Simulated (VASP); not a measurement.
Write the native input for VASP 6.6.1 that does the following.

```
Task                   : single point
Functional             : PBEsol
Dispersion             : D3(BJ)
Potentials or basis    : VASP PAW PBE potentials, release 64 (Ti_sv)
Cutoff                 : 520 eV
k mesh                 : 13 × 13 × 13
Occupations            : fermi-dirac, width 0.15 eV
Spin                   : no spin polarisation
Dipole correction      : no
Further INCAR settings : ALGO = Normal; EDIFF = 1e-07; NBANDS = 12
```

The structure of Ti lies in POSCAR:

```
Ti
1.0
   -1.5798824120      1.5798824120      1.5798824120
    1.5798824120     -1.5798824120      1.5798824120
    1.5798824120      1.5798824120     -1.5798824120
Ti
1
Direct
    0.0000000000      0.0000000000      0.0000000000
```

These files were run (other wordings do the same):

INCAR

```
SYSTEM = Ti
ALGO     = Normal         ! electronic algorithm
EDIFF    = 1E-7           ! SCF threshold, eV
ENCUT    = 520            ! plane-wave cutoff, eV
GGA      = PS             ! functional
ISIF     = 2              ! what is computed and relaxed
ISMEAR   = -1             ! smearing method
IVDW     = 12             ! dispersion correction
LASPH    = .True.         ! aspherical terms in the spheres
LCHARG   = .False.        ! write CHGCAR
LREAL    = .False.        ! projectors in reciprocal space
LWAVE    = .False.        ! write WAVECAR
NBANDS   = 12             ! bands
NELM     = 80             ! most SCF steps
PREC     = Accurate       ! precision mode
SIGMA    = 0.15           ! smearing width, eV
```

KPOINTS

```
k-points
0
Gamma
  13 13 13
  0 0 0
```

Potentials or basis: VASP PAW PBE potentials, release 64 (Ti_sv).

Run with:

```console
$ cat potpaw_PBE.64/Ti_sv/POTCAR > POTCAR
$ mpirun -np 1 vasp_std > vasp.out
```

It gave:

```json
{"Pressure": "-0.4 GPa", "Band gap on the k mesh": "zero (band 6 reaches 10.06 eV, above the bottom of band 7 at 8.44 eV)", "Dispersion energy per atom": "-0.661 eV"}
```

Caveat: the PAW data sets were made with another functional, which shifts forces and pressure a little; pairwise dispersion overbinds metals, which lowers pressure and volume.

Run time: 21 s on 1 thread of Intel Xeon 6975P-C, on a shared host, peak memory 0.14 GiB.
